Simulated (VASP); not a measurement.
# C (P6/mmm) in VASP: further runs

C is run at these levels: revPBE; tasks: single point, relaxation of cell and atoms.

Everything below comes from runs of VASP 6.6.1. Logs are shortened: lines on timing, memory, paths and dates and some standing lists are left out, and cuts for length are marked.

## (1) The cell of the first run

The structure is hexagonal, space group P6/mmm (No. 191). The conventional cell has a = 7.875 Å, b = 7.875 Å, c = 1.270 Å, α = 90.00°, β = 90.00°, γ = 120.00°. Within 1.7 Å of C (site symmetry 6/mmm) lie 2 C at 1.27 Å. C (site symmetry -6m2) has 2 C at 1.27 Å within 1.7 Å.

## (2) Single point, revPBE (22.74 Å³/atom)

File INCAR:

```
SYSTEM = C
PREC = Accurate
ENCUT = 520
EDIFF = 1E-7
ISMEAR = -1
SIGMA = 0.1
LREAL = .False.
LASPH = .True.
NELM = 60
ALGO = Normal
ISIF = 2
LWAVE = .False.
LCHARG = .False.
GGA = RE
NBANDS = 13
```

File KPOINTS:

```
Automatic mesh
0
Gamma
  5 5 27
  0 0 0
```

File POSCAR:

```
C
1.0
    7.8753412443      0.0000000001      0.0000000000
   -3.9376706222      6.8202455810      0.0000000000
    0.0000000000      0.0000000000      1.2703294247
C
3
Direct
    0.0000000000      0.0000000000      0.0000000000
    0.3333333333      0.6666666667      0.5000000000
    0.6666666667      0.3333333333      0.5000000000
```

Potentials or basis: VASP PAW PBE potentials, release 64 (C).

Launch:

```
$ cat potpaw_PBE.64/C/POTCAR > POTCAR
$ mpirun -np 1 vasp_std > vasp.out
```

OUTCAR:

```text
SYSTEM = C
   PREC = Accurate
   ENCUT = 520
   EDIFF = 1E-7
   ISMEAR = -1
   LREAL = .False.
   LASPH = .True.
   NELM = 60
   ISIF = 2
   GGA = RE

 ion  position               nearest neighbor table
   1  0.000  0.000  0.000-
   2  0.333  0.667  0.500-
   3  0.667  0.333  0.500-

  LATTYP: Found a hexagonal cell.
 ALAT       =     7.8753412443
 C/A-ratio  =     0.1613046832

  Lattice vectors:

 A1 = (   7.8753412443,   0.0000000001,   0.0000000000)
 A2 = (  -3.9376706222,   6.8202455810,   0.0000000000)
 A3 = (   0.0000000000,   0.0000000000,   1.2703294247)

Analysis of symmetry for initial positions (statically):
=====================================================================
 Subroutine PRICEL returns:
 Original cell was already a primitive cell.

 Routine SETGRP: Setting up the symmetry group for a
 hexagonal supercell.

 Subroutine GETGRP returns: Found 24 space group operations
 (whereof 24 operations were pure point group operations)
 out of a pool of 24 trial point group operations.

The static configuration has the point symmetry D_6h.

Analysis of symmetry for dynamics (positions and initial velocities):
=====================================================================
 Subroutine PRICEL returns:
 Original cell was already a primitive cell.

 Routine SETGRP: Setting up the symmetry group for a
 hexagonal supercell.

 Subroutine GETGRP returns: Found 24 space group operations
 (whereof 24 operations were pure point group operations)
 out of a pool of 24 trial point group operations.

The dynamic configuration has the point symmetry D_6h.

 Subroutine INISYM returns: Found 24 space group operations
 (whereof 24 operations are pure point group operations),
 and found     1 'primitive' translations

----------------------------------------------------------------------------------------

                                     Primitive cell

  volume of cell :      68.2316

  direct lattice vectors                    reciprocal lattice vectors
     7.875341244  0.000000000  0.000000000     0.126978625  0.073311143  0.000000000
    -3.937670622  6.820245581  0.000000000    -0.000000000  0.146622286  0.000000000
     0.000000000  0.000000000  1.270329425     0.000000000  0.000000000  0.787197384

  length of vectors
     7.875341244  7.875341244  1.270329425     0.146622286  0.146622286  0.787197384

  position of ions in fractional coordinates (direct lattice)
     0.000000000  0.000000000  0.000000000
     0.333333333  0.666666667  0.500000000
     0.666666667  0.333333333  0.500000000

  ion indices of the primitive-cell ions
   primitive index   ion index
                 1           1
                 2           2
                 3           3

----------------------------------------------------------------------------------------

 KPOINTS: Automatic mesh

Automatic generation of k-mesh.
 Grid dimensions read from file:
 generate k-points for:    5    5   27

 Generating k-lattice:

  Cartesian coordinates                     Fractional coordinates (reciprocal lattice)
     0.025395725  0.014662229  0.000000000     0.200000000  0.000000000  0.000000000
    -0.000000000  0.029324457  0.000000000    -0.000000000  0.200000000  0.000000000
     0.000000000  0.000000000  0.029155459     0.000000000  0.000000000  0.037037037

  Length of vectors
     0.029324457  0.029324457  0.029155459

  Shift w.r.t. Gamma in fractional coordinates (k-lattice)
     0.000000000  0.000000000  0.000000000

 Subroutine IBZKPT returns following result:
 ===========================================

 Found     70 irreducible k-points:

 Following reciprocal coordinates:
            Coordinates               Weight
  0.000000  0.000000  0.000000      1.000000
  0.200000  0.000000  0.000000      6.000000
  0.400000  0.000000  0.000000      6.000000
  0.200000  0.200000  0.000000      6.000000
  0.400000  0.200000  0.000000      6.000000
  0.000000  0.000000  0.037037      2.000000
[... 16 lines left out ...]
  0.400000  0.000000  0.148148     12.000000
  0.200000  0.200000  0.148148     12.000000
 [... further k-points ...]
   k-points           NKPTS =     70   k-points in BZ     NKDIM =     70   number of bands    NBANDS=     13
   number of dos      NEDOS =    301   number of ions     NIONS =      3
   total plane-waves  NPLWV =  36000
   dimension x,y,z NGX =    60 NGY =   60 NGZ =   10
   dimension x,y,z NGXF=   120 NGYF=  120 NGZF=   20
   ions per type =               3
   NGX,Y,Z   is equivalent  to a cutoff of  12.67, 12.67, 13.09 a.u.
   NGXF,Y,Z  is equivalent  to a cutoff of  25.33, 25.33, 26.17 a.u.
 SYSTEM =  C
   PREC   = accura    normal or accurate (medium, high low for compatibility)
   ISTART =      0    job   : 0-new  1-cont  2-samecut
   ICHARG =      2    charge: 1-file 2-atom 10-const
   ISPIN  =      1    spin polarized calculation?
   LNONCOLLINEAR =      F non collinear calculations
   LSORBIT =      F    spin-orbit coupling
   LASPH  =      T    aspherical Exc in radial PAW
   ENCUT  =  520.0 eV  38.22 Ry    6.18 a.u.  14.64 14.64  2.36*2*pi/ulx,y,z
   NELM   =     60;   NELMIN=  2; NELMDL= -5     # of ELM steps
   EDIFF  = 0.1E-06   stopping-criterion for ELM
   LREAL  =      F    real-space projection
   EDIFFG = 0.1E-05   stopping-criterion for IOM
   NSW    =      0    number of steps for IOM
   IBRION =     -1    ionic relax: 0-MD 1-quasi-New 2-CG
   NFREE  =      0    steps in history (QN), initial steepest desc. (CG)
   ISIF   =      2    stress and relaxation
   ISYM   =      2    0-nonsym 1-usesym 2-fastsym
   POTIM  = 0.5000    time-step for ionic-motion
   TEBEG  =    0.0;   TEEND  =   0.0 temperature during run
   PSTRESS=    0.0 pullay stress
   NELECT =      12.0000    total number of electrons
   NUPDOWN=      -1.0000    fix difference up-down
   EMIN   =  10.00;   EMAX   =-10.00  energy-range for DOS
   EFERMI =   0.00;   METHOD = LEGACY
   ISMEAR =    -1;   SIGMA  =   0.10  broadening in eV -4-tet -1-fermi 0-gaus
   EFERMI_NEDOS =   21; number of points for ismear=-14 and -15
   IALGO  =     38    algorithm
   IMIX   =      4    mixing-type and parameters
     AMIX     =   0.40;   BMIX     =  1.00
     AMIX_MAG =   1.60;   BMIX_MAG =  1.00
  volume/ion in A,a.u.               =      22.74       153.48
  Fermi-wavevector in a.u.,A,eV,Ry     =   0.917220  1.733294 11.446470  0.841292
  Thomas-Fermi vector in A             =   2.042164
   LORBIT       =      0    0 simple, 1 ext, 2 COOP (PROOUT), +10 PAW based schemes
   GGA     = RE    functional components
   LHFCALC =     F    Hartree Fock is set to
   AEXX    =    0.0000 exact exchange contribution
   IVDW    =     0    specifies the selected vdW correction
   LEPSILON=     F    determine dielectric tensor
   LRPA    =     F    only Hartree local field effects (RPA)
 non-spin polarized calculation
  energy-cutoff  :      520.00
  volume of cell :       68.23
 maximum number of plane-waves:      1895
 NGX is ok and might be reduce to    60
   NGX = 29   NGY = 29   NGZ =  5

 number of electron      12.0000002 magnetization

 Free energy of the ion-electron system (eV)
  ---------------------------------------------------
  ext. energy  EPLUGINS =         0.00000000
  ---------------------------------------------------
  free energy    TOTEN  =       -23.88277865 eV

  energy without entropy =      -23.83838267  energy(sigma->0) =      -23.86058066

 E-fermi :  -1.2808     XC(G=0):  -5.7572

 val. band max:       -1.3005026999   @ k =   0.4000   0.0000   0.2593
 cond. band min:      -1.2791307903   @ k =   0.4000   0.2000   0.2593
 fundamental gap:      0.0213719095
 Fermi energy:        -1.2807907277

 k-point     1 :       0.0000    0.0000    0.0000
  band No.  band energies     occupation
      1     -18.0196      2.00000
      2     -17.9822      2.00000
      3     -17.9822      2.00000
      4      -7.0589      2.00000
      5      -7.0589      2.00000
      6      -7.0588      2.00000
      7      -7.0588      2.00000
      8      -6.8381      2.00000
      9      -6.8381      2.00000
     10       2.4054      0.00000
     11       5.4025      0.00000
     12       5.4025      0.00000
     13       5.4025      0.00000

 k-point     2 :       0.2000    0.0000    0.0000
  band No.  band energies     occupation
      1     -18.0155      2.00000
      2     -17.9848      2.00000
      3     -17.9838      2.00000
      4      -7.1179      2.00000
      5      -7.0976      2.00000
      6      -6.9896      2.00000
      7      -6.9801      2.00000
      8      -6.8800      2.00000
      9      -6.8476      2.00000
     10       2.6036      0.00000
     11       4.8497      0.00000
     12       5.1183      0.00000
     13       5.3500      0.00000

 k-point     3 :       0.4000    0.0000    0.0000
  band No.  band energies     occupation
      1     -18.0050      2.00000
      2     -17.9932      2.00000
      3     -17.9860      2.00000
      4      -7.1519      2.00000
      5      -7.0661      2.00000
      6      -6.9767      2.00000
      7      -6.9254      2.00000
      8      -6.9176      2.00000
      9      -6.8766      2.00000
     10       3.1564      0.00000
     11       3.9590      0.00000
     12       4.7380      0.00000
     13       5.3537      0.00000
[... 305 lines left out ...]
 k-point    23 :       0.4000    0.0000    0.1481
  band No.  band energies     occupation
      1     -16.8755      2.00000
      2     -16.8659      2.00000
      3     -16.8601      2.00000
      4      -5.2197      2.00000
      5      -5.1368      2.00000
      6      -5.0503      2.00000
      7      -5.0004      2.00000
      8      -4.9930      2.00000
      9      -4.9533      2.00000
     10       4.9515      0.00000
     11       5.7896      0.00000
     12       6.6180      0.00000
     13       7.3476      0.00000

 k-point    24 :       0.2000    0.2000    0.1481
  band No.  band energies     occupation
      1     -16.8781      2.00000
      2     -16.8617      2.00000
      3     -16.8617      2.00000
      4      -5.1849      2.00000
      5      -5.1849      2.00000
      6      -5.0270      2.00000
      7      -5.0082      2.00000
      8      -5.0082      2.00000
      9      -4.9398      2.00000
     10       4.7661      0.00000
     11       6.3096      0.00000
     12       6.3096      0.00000
     13       7.6761      0.00000

 [... further k-points ...]
[... 5 lines left out ...]
  --------------------------------------------------------------------------------------
  -------------------------------------------------------------------------------------
  Total        0.0357679      0.0357679      4.6245999      0.0000000     -0.0000000      0.0000000
  in kB        0.8398825      0.8398825    108.5922918      0.0000000     -0.0000000      0.0000000
  external PRESSURE =      36.7573523 kB  Pullay stress =       0.0000000 kB

 VOLUME and BASIS-vectors are now :
 -----------------------------------------------------------------------------
  energy-cutoff  :      520.00
  volume of cell :       68.23
      direct lattice vectors                 reciprocal lattice vectors
     7.875341244  0.000000000  0.000000000     0.126978625  0.073311143  0.000000000
    -3.937670622  6.820245581  0.000000000    -0.000000000  0.146622286  0.000000000
     0.000000000  0.000000000  1.270329425     0.000000000  0.000000000  0.787197384

 POSITION                                       TOTAL-FORCE (eV/Angst)
 -----------------------------------------------------------------------------------
      0.00000      0.00000      0.00000         0.000000     -0.000000      0.000000
     -0.00000      4.54683      0.63516        -0.000000      0.000000     -0.000000
      3.93767      2.27342      0.63516         0.000000     -0.000000      0.000000
 -----------------------------------------------------------------------------------
    total drift:                                0.000000      0.000000      0.000000

  FREE ENERGIE OF THE ION-ELECTRON SYSTEM (eV)
  ---------------------------------------------------
  free  energy   TOTEN  =       -23.8827786505 eV

  energy  without entropy=      -23.8383826743  energy(sigma->0) =      -23.86058066
```

It took 81 s on 1 thread of Intel Xeon 8259CL, shared host; peak memory 0.2 GiB.

Results:

* Free energy: -23.8828 eV
* Pressure: 3.7 GPa
* Band gap on the k mesh: zero (bands 6 and 7 overlap by 14.96 eV)

Stress tensor (GPa, compression positive):
```
 0.08  0.00  0.00
 0.00  0.08  0.00
 0.00  0.00 10.86
```

Levels at points of the mesh, in eV from the Fermi level:
| k point | band 3 | band 4 | band 5 | band 6 | band 7 | band 8 | band 9 | band 10 |
| --- | --- | --- | --- | --- | --- | --- | --- | --- |
| (0.00, 0.00, 0.00) | -16.70 | -5.78 | -5.78 | -5.78 | -5.78 | -5.56 | -5.56 | 3.69 |

Caveat: the stress differs along the axes, from 0 to 11 GPa; the PAW data sets were made with another functional, which shifts forces and pressure a little.

## (3) Relaxation of cell and atoms, revPBE

This run uses another cell than the first one, of 6.62 Å³/atom.

File INCAR:

```
ALGO = Normal
EDIFF = 1E-6
EDIFFG = -0.01
ENCUT = 600
GGA = RE
IBRION = 2
ISIF = 3
ISMEAR = -1
LASPH = T
LCHARG = F
LREAL = F
LWAVE = F
NELM = 80
NSW = 80
PREC = Accurate
SIGMA = 0.1
```

File KPOINTS:

```
k-points
0
Gamma
  11 11 15
```

File POSCAR:

```
C
1.0
    3.3438265309      0.0000000000      0.0000000000
   -1.6719132655      2.8958387216      0.0000000000
    0.0000000000      0.0000000000      2.0497656634
C
3
Direct
    0.0000000000      0.0000000000      0.0000000000
    0.3333333333      0.6666666667      0.5000000000
    0.6666666667      0.3333333333      0.5000000000
```

Potentials or basis: VASP PAW PBE potentials, release 64 (C).

Launch:

```
$ cat potpaw_PBE.64/C/POTCAR > POTCAR
$ mpirun -np 1 vasp_std > vasp.out
```

Wall time 7.5 min (1 thread of Intel Xeon 8259CL, shared host); peak memory 0.16 GiB.

It converged, with:

```
Free energy                           : -22.4375 eV
Relaxed volume                        : 9.32 Å³/atom
Relaxed cell                          : a = 5.014 Å, b = 5.014 Å, c = 1.285 Å, α = 90.00°, β = 90.00°, γ = 120.00°
Space group after relaxing (to 0.1 Å) : P6/mmm (No. 191)
Pressure after relaxing               : 0.0 GPa
Band gap on the k mesh                : zero (bands 6 and 7 overlap by 15.82 eV)
```

Stress tensor (GPa, compression positive):
```
 0.08  0.00  0.00
 0.00  0.08  0.00
 0.00  0.00 -0.03
```

Final structure:
```
C
1.0
     5.01368    0.00000    0.00000
    -2.50684    4.34197    0.00000
     0.00000    0.00000    1.28469
C
3
Direct
  0.00000 0.00000 0.00000
  0.33333 0.66667 0.50000
  0.66667 0.33333 0.50000
```

Levels at points of the mesh, in eV from the Fermi level:
| k point | band 5 | band 6 | band 7 | band 8 | band 9 | band 10 |
| --- | --- | --- | --- | --- | --- | --- |
| (0.00, 0.00, 0.00) | -6.37 | -6.37 | -6.37 | -2.91 | -2.91 | 8.12 |

Caveat: the volume moved by over 15 % at a fixed basis, so the end points are rough; the PAW data sets were made with another functional, which shifts forces and pressure a little.

(Continued in part 2 of 2.)

The gap in the log of VASP goes by the Fermi energy; the results here count the filled bands.